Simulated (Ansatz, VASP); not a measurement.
**Two plane-wave programs on TeS2**

```
Te S
1.0
     5.79222    0.00000    0.00000
     0.00000    5.79222    0.00000
     0.00000    0.00000    5.79222
Te S
2 4
Direct
  0.00000 0.00000 0.00000
  0.50000 0.50000 0.50000
  0.25000 0.25000 0.25000
  0.25000 0.75000 0.75000
  0.75000 0.75000 0.25000
  0.75000 0.25000 0.75000
```

Alike in both runs: task relaxation of cell and atoms; functional PBE; k mesh 8 × 8 × 8; occupations gaussian, width 0.1 eV; no spin polarisation.

|  | VASP | Ansatz |
| --- | --- | --- |
| version | VASP 6.6.1 | Ansatz 0.2.0 |
| potentials or method | VASP PAW PBE potentials, release 64 (Te, S), cutoff 600 eV | scalar-relativistic, plane waves, PAW |
| valence electrons in the cell | 36 | 56 |

Ansatz gave:

- gap on the k mesh at the Fermi level, each at its own relaxed structure (eV): none
- relaxed volume (Å³/atom): 32.10
- relaxed length of the cell vector where the two differ most in proportion (Å): 5.775

Question: Which values does VASP return?

Answer: gap on the k mesh at the Fermi level, each at its own relaxed structure (eV): none; relaxed volume (Å³/atom): 32.04; relaxed length of the cell vector where the two differ most in proportion (Å): 5.771.

A gap of «none» marks a metal or a gap that the smearing closes. VASP's potentials hold 36 valence electrons a cell and Ansatz's 56, so a difference there can come from the potentials and not from the codes.

Spin-orbit coupling is off throughout.
